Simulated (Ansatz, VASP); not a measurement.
# One calculation of MnH4, two programs

```
CELL_PARAMETERS angstrom
2.08643 -3.04947 0.00000
2.08643 3.04947 0.00000
0.00000 0.00000 3.53595
ATOMIC_POSITIONS crystal
Mn 0.00000 0.00000 0.50000
H 0.27346 0.72654 0.00000
H 0.72654 0.27346 0.00000
H 0.50000 0.50000 0.50000
H 0.00000 0.00000 0.00000
```

Alike in both runs: task relaxation of cell and atoms; functional PBE; k mesh 6 × 6 × 6; occupations gaussian, width 0.1 eV; collinear spin.

|  | VASP | Ansatz |
| --- | --- | --- |
| version | VASP 6.6.1 | Ansatz 0.2.0 |
| potentials or method | VASP PAW PBE potentials, release 64 (Mn_pv, H), cutoff 600 eV | scalar-relativistic, plane waves, PAW |
| valence electrons in the cell | 17 | 19 |

Ansatz gave:

* gap on the k mesh at the Fermi level, each at its own relaxed structure (eV): none
* net moment per atom (μB): 0.74
* size of the moment on the site where the two differ most (μB): 2.68
* relaxed volume (Å³/atom): 8.85
* relaxed cell length with the largest relative difference (Å): 4.242

**Question.** What did VASP give for the same quantities?

**Answer.** gap on the k mesh at the Fermi level, each at its own relaxed structure (eV): none; net moment per atom (μB): 0.57; size of the moment on the site where the two differ most (μB): 2.86; relaxed volume (Å³/atom): 5.91; relaxed cell length with the largest relative difference (Å): 2.992.

The net moments are unlike, so the other rows may belong to different states. Site moments also hang on the region over which each program counts them. A gap of «none» marks a metal or a gap that the smearing closes. VASP's potentials hold 17 valence electrons a cell and Ansatz's 19, so a difference there can come from the potentials and not from the codes.

Noted on VASP's run: the volume moved by over 15 % at a fixed basis, so the end points are rough.
